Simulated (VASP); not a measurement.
# AlN (F-43m) in VASP: a series of runs

The runs below take AlN through single point, with PBEsol.

Everything below comes from runs of VASP 6.6.1. Logs are shortened: lines on timing, memory, paths and dates and some standing lists are left out, and cuts for length are marked.

## 1. The cell of the first run

The structure is cubic, space group F-43m (No. 216). The conventional cell has a = 4.350 Å, b = 4.350 Å, c = 4.350 Å, α = 90.00°, β = 90.00°, γ = 90.00°. Al (site symmetry -43m) has 4 N at 1.88 Å within 2.5 Å. N (site symmetry -43m) has 4 Al at 1.88 Å within 2.5 Å.

## 2. Single point, PBEsol

INCAR reads:

```
PREC     = Accurate       # precision mode
ENCUT    = 520            # plane-wave cutoff, eV
EDIFF    = 1E-7           # SCF threshold, eV
ISMEAR   = 0              # smearing method
SIGMA    = 0.01           # smearing width, eV
LREAL    = F              # projectors in reciprocal space
LASPH    = T              # aspherical terms in the spheres
NELM     = 100            # most SCF steps
ALGO     = Normal         # electronic algorithm
ISIF     = 2              # what is computed and relaxed
LWAVE    = F              # write WAVECAR
LCHARG   = T              # write CHGCAR
GGA      = PS             # functional
LELF     = T              # ELF
LVHAR    = T            
NBANDS   = 11             # bands
```

KPOINTS reads:

```
regular mesh
0
Gamma
  10 10 10
```

POSCAR reads:

```
AlN
1.0
    2.1748401585      2.1748401585      0.0000000000
   -2.1748401585      2.1748401585      0.0000000000
    0.0000000000      2.1748401585      2.1748401585
Al N
1 1
Direct
    0.0000000000      0.0000000000      0.0000000000
    0.2500000000      0.7500000000      0.5000000000
```

Potentials or basis: VASP PAW PBE potentials, release 64 (Al, N).

Command:

```
cat potpaw_PBE.64/Al/POTCAR potpaw_PBE.64/N/POTCAR > POTCAR
mpirun -np 1 vasp_std > vasp.out
```

OUTCAR:

```text
PREC = Accurate
   ENCUT = 520
   EDIFF = 1E-7
   ISMEAR = 0
   LREAL = F
   LASPH = T
   NELM = 100
   ISIF = 2
   GGA = PS

 ion  position               nearest neighbor table
   1  0.000  0.000  0.000-   2 1.88   2 1.88   2 1.88   2 1.88
   2  0.250  0.750  0.500-   1 1.88   1 1.88   1 1.88   1 1.88

  LATTYP: Found a face centered cubic cell.
 ALAT       =     4.3496803170

  Lattice vectors:

 A1 = (   0.0000000000,   2.1748401585,   2.1748401585)
 A2 = (   2.1748401585,   0.0000000000,   2.1748401585)
 A3 = (   2.1748401585,   2.1748401585,   0.0000000000)

Analysis of symmetry for initial positions (statically):
=====================================================================
 Subroutine PRICEL returns:
 Original cell was already a primitive cell.

 Routine SETGRP: Setting up the symmetry group for a
 face centered cubic supercell.

 Subroutine GETGRP returns: Found 24 space group operations
 (whereof 24 operations were pure point group operations)
 out of a pool of 48 trial point group operations.

The static configuration has the point symmetry T_d .

Analysis of symmetry for dynamics (positions and initial velocities):
=====================================================================
 Subroutine PRICEL returns:
 Original cell was already a primitive cell.

 Routine SETGRP: Setting up the symmetry group for a
 face centered cubic supercell.

 Subroutine GETGRP returns: Found 24 space group operations
 (whereof 24 operations were pure point group operations)
 out of a pool of 48 trial point group operations.

The dynamic configuration has the point symmetry T_d .

 Subroutine INISYM returns: Found 24 space group operations
 (whereof 24 operations are pure point group operations),
 and found     1 'primitive' translations

----------------------------------------------------------------------------------------

                                     Primitive cell

  volume of cell :      20.5737

  direct lattice vectors                    reciprocal lattice vectors
     2.174840158  2.174840158  0.000000000     0.229901953  0.229901953 -0.229901953
    -2.174840158  2.174840158  0.000000000    -0.229901953  0.229901953 -0.229901953
     0.000000000  2.174840158  2.174840158     0.000000000  0.000000000  0.459803906

  length of vectors
     3.075688448  3.075688448  3.075688448     0.398201863  0.398201863  0.459803906

  position of ions in fractional coordinates (direct lattice)
     0.000000000  0.000000000  0.000000000
     0.250000000  0.750000000  0.500000000

  ion indices of the primitive-cell ions
   primitive index   ion index
                 1           1
                 2           2

[... 84 lines left out ...]
   EMIN   =  10.00;   EMAX   =-10.00  energy-range for DOS
   EFERMI =   0.00;   METHOD = LEGACY
   ISMEAR =     0;   SIGMA  =   0.01  broadening in eV -4-tet -1-fermi 0-gaus
   EFERMI_NEDOS =   21; number of points for ismear=-14 and -15
   IALGO  =     38    algorithm
   IMIX   =      4    mixing-type and parameters
     AMIX     =   0.40;   BMIX     =  1.00
     AMIX_MAG =   1.60;   BMIX_MAG =  1.00
  volume/ion in A,a.u.               =      10.29        69.42
  Fermi-wavevector in a.u.,A,eV,Ry     =   1.194907  2.258047 19.426440  1.427803
  Thomas-Fermi vector in A             =   2.330886
   LORBIT       =      0    0 simple, 1 ext, 2 COOP (PROOUT), +10 PAW based schemes
   GGA     = PS    functional components
   LHFCALC =     F    Hartree Fock is set to
   AEXX    =    0.0000 exact exchange contribution
   IVDW    =     0    specifies the selected vdW correction
   LEPSILON=     F    determine dielectric tensor
   LRPA    =     F    only Hartree local field effects (RPA)
 non-spin polarized calculation
 Gauss-broadening in eV      SIGMA  =   0.01
  energy-cutoff  :      520.00
  volume of cell :       20.57
 maximum number of plane-waves:       568
   NGX = 11   NGY = 11   NGZ = 11

 number of electron       7.9999999 magnetization

 Free energy of the ion-electron system (eV)
  ---------------------------------------------------
  ext. energy  EPLUGINS =         0.00000000
  ---------------------------------------------------
  free energy    TOTEN  =       -15.60624854 eV

  energy without entropy =      -15.60624854  energy(sigma->0) =      -15.60624854

 E-fermi :   6.0390     XC(G=0): -11.1844

 val. band max:        5.9977460742   @ k =   0.0000   0.0000   0.0000
 cond. band min:       9.1903255621   @ k =   0.5000   0.5000   0.0000
 fundamental gap:      3.1925794879
 Fermi energy:         6.0389898417

 k-point     1 :       0.0000    0.0000    0.0000
  band No.  band energies     occupation
      1      -9.0344      2.00000
      2       5.9977      2.00000
      3       5.9977      2.00000
      4       5.9977      2.00000
      5      10.2419      0.00000
      6      18.5905      0.00000
      7      18.5905      0.00000
      8      18.5905      0.00000
      9      23.6855      0.00000
     10      23.6855      0.00000
     11      25.0630      0.00000
[... 309 lines left out ...]
 k-point    24 :       0.4000    0.3000    0.0000
  band No.  band energies     occupation
      1      -6.3786      2.00000
      2       1.3669      2.00000
      3       2.6095      2.00000
      4       4.7938      2.00000
      5      11.7200      0.00000
      6      16.1267      0.00000
      7      18.7275      0.00000
      8      19.5606      0.00000
      9      21.7993      0.00000
     10      25.2967      0.00000
     11      30.2334      0.00000

 [... further k-points ...]

------------------------ aborting loop because EDIFF is reached ----------------------------------------

  FORCE on cell =-STRESS in cart. coord.  units (eV):
  Direction    XX          YY          ZZ          XY          YZ          ZX
  --------------------------------------------------------------------------------------
  -------------------------------------------------------------------------------------
  Total        0.5141051      0.5141051      0.5141051      0.0000000     -0.0000000      0.0000000
  in kB       40.0359776     40.0359776     40.0359776      0.0000000     -0.0000000      0.0000000
  external PRESSURE =      40.0359776 kB  Pullay stress =       0.0000000 kB

 VOLUME and BASIS-vectors are now :
 -----------------------------------------------------------------------------
  energy-cutoff  :      520.00
  volume of cell :       20.57
      direct lattice vectors                 reciprocal lattice vectors
     2.174840158  2.174840158  0.000000000     0.229901953  0.229901953 -0.229901953
    -2.174840158  2.174840158  0.000000000    -0.229901953  0.229901953 -0.229901953
     0.000000000  2.174840158  2.174840158     0.000000000  0.000000000  0.459803906

 POSITION                                       TOTAL-FORCE (eV/Angst)
 -----------------------------------------------------------------------------------
      0.00000      0.00000      0.00000         0.000000      0.000000      0.000000
     -1.08742      3.26226      1.08742        -0.000000      0.000000     -0.000000
 -----------------------------------------------------------------------------------
    total drift:                               -0.000000      0.000000      0.000000

  FREE ENERGIE OF THE ION-ELECTRON SYSTEM (eV)
  ---------------------------------------------------
  free  energy   TOTEN  =       -15.6062485383 eV

  energy  without entropy=      -15.6062485383  energy(sigma->0) =      -15.60624854
```

It took 7.3 s on 1 thread of AMD EPYC 9R14 (Zen 4), shared host; peak memory 0.11 GiB.

What came out:

- Free energy: -15.6062 eV
- Pressure: 4.0 GPa
- Band gap on the k mesh: 3.19 eV, indirect (least direct gap 4.24 eV)

Caveat: the PAW data sets were made with another functional, which shifts forces and pressure a little.

## 3. Single point, PBEsol

INCAR reads:

```
SYSTEM = AlN
PREC = Accurate ; ENCUT = 520
EDIFF = 1E-6 ; ISMEAR = 0
SIGMA = 0.01 ; LREAL = .False.
LASPH = .True. ; NELM = 100
ALGO = Normal ; ISIF = 2
LWAVE = .False. ; LCHARG = .True.
GGA = PS ; LELF = .True.
LVHAR = .True. ; NBANDS = 11
```

KPOINTS reads:

```
regular mesh
0
Gamma
  10 10 10
  0 0 0
```

POSCAR is that of step 2.

Potentials or basis: VASP PAW PBE potentials, release 64 (Al, N).

Command:

```
cat potpaw_PBE.64/Al/POTCAR potpaw_PBE.64/N/POTCAR > POTCAR
mpirun -np 1 vasp_std > vasp.out
```

OUTCAR:

```text
SYSTEM = AlN
   PREC = Accurate
   ENCUT = 520
   EDIFF = 1E-6
   ISMEAR = 0
   LREAL = .False.
   LASPH = .True.
   NELM = 100
   ISIF = 2
   GGA = PS

 ion  position               nearest neighbor table
   1  0.000  0.000  0.000-   2 1.88   2 1.88   2 1.88   2 1.88
   2  0.250  0.750  0.500-   1 1.88   1 1.88   1 1.88   1 1.88

  LATTYP: Found a face centered cubic cell.
 ALAT       =     4.3496803170

  Lattice vectors:

 A1 = (   0.0000000000,   2.1748401585,   2.1748401585)
 A2 = (   2.1748401585,   0.0000000000,   2.1748401585)
 A3 = (   2.1748401585,   2.1748401585,   0.0000000000)

Analysis of symmetry for initial positions (statically):
=====================================================================
 Subroutine PRICEL returns:
 Original cell was already a primitive cell.

 Routine SETGRP: Setting up the symmetry group for a
 face centered cubic supercell.

 Subroutine GETGRP returns: Found 24 space group operations
 (whereof 24 operations were pure point group operations)
 out of a pool of 48 trial point group operations.

The static configuration has the point symmetry T_d .

Analysis of symmetry for dynamics (positions and initial velocities):
=====================================================================
 Subroutine PRICEL returns:
 Original cell was already a primitive cell.

 Routine SETGRP: Setting up the symmetry group for a
 face centered cubic supercell.

 Subroutine GETGRP returns: Found 24 space group operations
 (whereof 24 operations were pure point group operations)
 out of a pool of 48 trial point group operations.

The dynamic configuration has the point symmetry T_d .

 Subroutine INISYM returns: Found 24 space group operations
 (whereof 24 operations are pure point group operations),
 and found     1 'primitive' translations

----------------------------------------------------------------------------------------

                                     Primitive cell

  volume of cell :      20.5737

  direct lattice vectors                    reciprocal lattice vectors
     2.174840158  2.174840158  0.000000000     0.229901953  0.229901953 -0.229901953
    -2.174840158  2.174840158  0.000000000    -0.229901953  0.229901953 -0.229901953
     0.000000000  2.174840158  2.174840158     0.000000000  0.000000000  0.459803906

  length of vectors
     3.075688448  3.075688448  3.075688448     0.398201863  0.398201863  0.459803906

  position of ions in fractional coordinates (direct lattice)
     0.000000000  0.000000000  0.000000000
     0.250000000  0.750000000  0.500000000

  ion indices of the primitive-cell ions
   primitive index   ion index
                 1           1
                 2           2

----------------------------------------------------------------------------------------

 KPOINTS: regular mesh

Automatic generation of k-mesh.
 Grid dimensions read from file:
 generate k-points for:   10   10   10

 Generating k-lattice:

  Cartesian coordinates                     Fractional coordinates (reciprocal lattice)
     0.022990195  0.022990195 -0.022990195     0.100000000  0.000000000  0.000000000
    -0.022990195  0.022990195 -0.022990195     0.000000000  0.100000000  0.000000000
     0.000000000  0.000000000  0.045980391     0.000000000  0.000000000  0.100000000

  Length of vectors
     0.039820186  0.039820186  0.045980391

  Shift w.r.t. Gamma in fractional coordinates (k-lattice)
     0.000000000  0.000000000  0.000000000

 Subroutine IBZKPT returns following result:
 ===========================================

 Found     47 irreducible k-points:

 Following reciprocal coordinates:
            Coordinates               Weight
  0.000000  0.000000  0.000000      1.000000
  0.100000  0.000000  0.000000      8.000000
  0.200000  0.000000  0.000000      8.000000
  0.300000  0.000000  0.000000      8.000000
  0.400000  0.000000  0.000000      8.000000
  0.500000  0.000000  0.000000      4.000000
[... 16 lines left out ...]
  0.300000  0.300000  0.000000     12.000000
  0.400000  0.300000  0.000000     24.000000
 [... further k-points ...]
   k-points           NKPTS =     47   k-points in BZ     NKDIM =     47   number of bands    NBANDS=     11
   number of dos      NEDOS =    301   number of ions     NIONS =      2
   total plane-waves  NPLWV =  13824
   dimension x,y,z NGX =    24 NGY =   24 NGZ =   24
   dimension x,y,z NGXF=    48 NGYF=   48 NGZF=   48
   ions per type =               1   1
   NGX,Y,Z   is equivalent  to a cutoff of  12.97, 12.97, 12.97 a.u.
   NGXF,Y,Z  is equivalent  to a cutoff of  25.94, 25.94, 25.94 a.u.
 SYSTEM =  AlN
   PREC   = accura    normal or accurate (medium, high low for compatibility)
   ISTART =      0    job   : 0-new  1-cont  2-samecut
   ICHARG =      2    charge: 1-file 2-atom 10-const
   ISPIN  =      1    spin polarized calculation?
   LNONCOLLINEAR =      F non collinear calculations
   LSORBIT =      F    spin-orbit coupling
   LASPH  =      T    aspherical Exc in radial PAW
   ENCUT  =  520.0 eV  38.22 Ry    6.18 a.u.   5.72  5.72  5.72*2*pi/ulx,y,z
   NELM   =    100;   NELMIN=  2; NELMDL= -5     # of ELM steps
   EDIFF  = 0.1E-05   stopping-criterion for ELM
   LREAL  =      F    real-space projection
   EDIFFG = 0.1E-04   stopping-criterion for IOM
   NSW    =      0    number of steps for IOM
   IBRION =     -1    ionic relax: 0-MD 1-quasi-New 2-CG
   NFREE  =      0    steps in history (QN), initial steepest desc. (CG)
   ISIF   =      2    stress and relaxation
   ISYM   =      2    0-nonsym 1-usesym 2-fastsym
   POTIM  = 0.5000    time-step for ionic-motion
   TEBEG  =    0.0;   TEEND  =   0.0 temperature during run
   PSTRESS=    0.0 pullay stress
   NELECT =       8.0000    total number of electrons
   NUPDOWN=      -1.0000    fix difference up-down
   EMIN   =  10.00;   EMAX   =-10.00  energy-range for DOS
   EFERMI =   0.00;   METHOD = LEGACY
   ISMEAR =     0;   SIGMA  =   0.01  broadening in eV -4-tet -1-fermi 0-gaus
   EFERMI_NEDOS =   21; number of points for ismear=-14 and -15
   IALGO  =     38    algorithm
   IMIX   =      4    mixing-type and parameters
     AMIX     =   0.40;   BMIX     =  1.00
     AMIX_MAG =   1.60;   BMIX_MAG =  1.00
  volume/ion in A,a.u.               =      10.29        69.42
  Fermi-wavevector in a.u.,A,eV,Ry     =   1.194907  2.258047 19.426440  1.427803
  Thomas-Fermi vector in A             =   2.330886
   LORBIT       =      0    0 simple, 1 ext, 2 COOP (PROOUT), +10 PAW based schemes
   GGA     = PS    functional components
   LHFCALC =     F    Hartree Fock is set to
   AEXX    =    0.0000 exact exchange contribution
   IVDW    =     0    specifies the selected vdW correction
   LEPSILON=     F    determine dielectric tensor
   LRPA    =     F    only Hartree local field effects (RPA)
 non-spin polarized calculation
 Gauss-broadening in eV      SIGMA  =   0.01
  energy-cutoff  :      520.00
  volume of cell :       20.57
 maximum number of plane-waves:       568
   NGX = 11   NGY = 11   NGZ = 11

 number of electron       7.9999999 magnetization

 Free energy of the ion-electron system (eV)
  ---------------------------------------------------
  ext. energy  EPLUGINS =         0.00000000
  ---------------------------------------------------
  free energy    TOTEN  =       -15.60624854 eV

  energy without entropy =      -15.60624854  energy(sigma->0) =      -15.60624854

 E-fermi :   6.0390     XC(G=0): -11.1844

 val. band max:        5.9977460743   @ k =   0.0000   0.0000   0.0000
 cond. band min:       9.1903255622   @ k =   0.5000   0.5000   0.0000
 fundamental gap:      3.1925794878
 Fermi energy:         6.0389898419

 k-point     1 :       0.0000    0.0000    0.0000
  band No.  band energies     occupation
      1      -9.0344      2.00000
      2       5.9977      2.00000
      3       5.9977      2.00000
      4       5.9977      2.00000
      5      10.2419      0.00000
      6      18.5905      0.00000
      7      18.5905      0.00000
      8      18.5905      0.00000
      9      23.6855      0.00000
     10      23.6855      0.00000
     11      25.0630      0.00000
[... 309 lines left out ...]
 k-point    24 :       0.4000    0.3000    0.0000
  band No.  band energies     occupation
      1      -6.3786      2.00000
      2       1.3669      2.00000
      3       2.6095      2.00000
      4       4.7938      2.00000
      5      11.7200      0.00000
      6      16.1267      0.00000
      7      18.7275      0.00000
      8      19.5606      0.00000
      9      21.7993      0.00000
     10      25.2967      0.00000
     11      30.2334      0.00000

 [... further k-points ...]

------------------------ aborting loop because EDIFF is reached ----------------------------------------

  FORCE on cell =-STRESS in cart. coord.  units (eV):
  Direction    XX          YY          ZZ          XY          YZ          ZX
  --------------------------------------------------------------------------------------
  -------------------------------------------------------------------------------------
  Total        0.5138658      0.5138658      0.5138658      0.0000000      0.0000000      0.0000000
  in kB       40.0173416     40.0173416     40.0173416      0.0000000      0.0000000      0.0000000
  external PRESSURE =      40.0173416 kB  Pullay stress =       0.0000000 kB

 VOLUME and BASIS-vectors are now :
 -----------------------------------------------------------------------------
  energy-cutoff  :      520.00
  volume of cell :       20.57
      direct lattice vectors                 reciprocal lattice vectors
     2.174840158  2.174840158  0.000000000     0.229901953  0.229901953 -0.229901953
    -2.174840158  2.174840158  0.000000000    -0.229901953  0.229901953 -0.229901953
     0.000000000  2.174840158  2.174840158     0.000000000  0.000000000  0.459803906

 POSITION                                       TOTAL-FORCE (eV/Angst)
 -----------------------------------------------------------------------------------
      0.00000      0.00000      0.00000        -0.000000      0.000000      0.000000
     -1.08742      3.26226      1.08742         0.000000     -0.000000     -0.000000
 -----------------------------------------------------------------------------------
    total drift:                               -0.000000      0.000000      0.000000

  FREE ENERGIE OF THE ION-ELECTRON SYSTEM (eV)
  ---------------------------------------------------
  free  energy   TOTEN  =       -15.6062485372 eV

  energy  without entropy=      -15.6062485372  energy(sigma->0) =      -15.60624854
```

Run time: 7.3 s. Hardware: 1 thread of AMD EPYC 9R14 (Zen 4), shared host; peak memory 0.1 GiB.

What came out:

* Free energy: -15.6062 eV
* Pressure: 4.0 GPa
* Band gap on the k mesh: 3.19 eV, indirect (least direct gap 4.24 eV)

Levels at points of the mesh, in eV from the valence-band top:
| k point | band 1 | band 2 | band 3 | band 4 | band 5 | band 6 | band 7 | band 8 | band 9 |
| --- | --- | --- | --- | --- | --- | --- | --- | --- | --- |
| (0.00, 0.00, 0.00) | -15.03 | 0.00 | 0.00 | 0.00 | 4.24 | 12.59 | 12.59 | 12.59 | 17.69 |
| (0.50, 0.00, 0.00) | -12.91 | -5.97 | -0.48 | -0.48 | 7.40 | 9.85 | 11.11 | 11.11 | 18.00 |
| (0.50, 0.50, 0.00) | -12.25 | -4.99 | -1.80 | -1.80 | 3.19 | 8.56 | 14.05 | 15.78 | 15.78 |

Caveat: the PAW data sets were made with another functional, which shifts forces and pressure a little. A k mesh can miss the band edges.

(Part 1 of 2 ends here.)
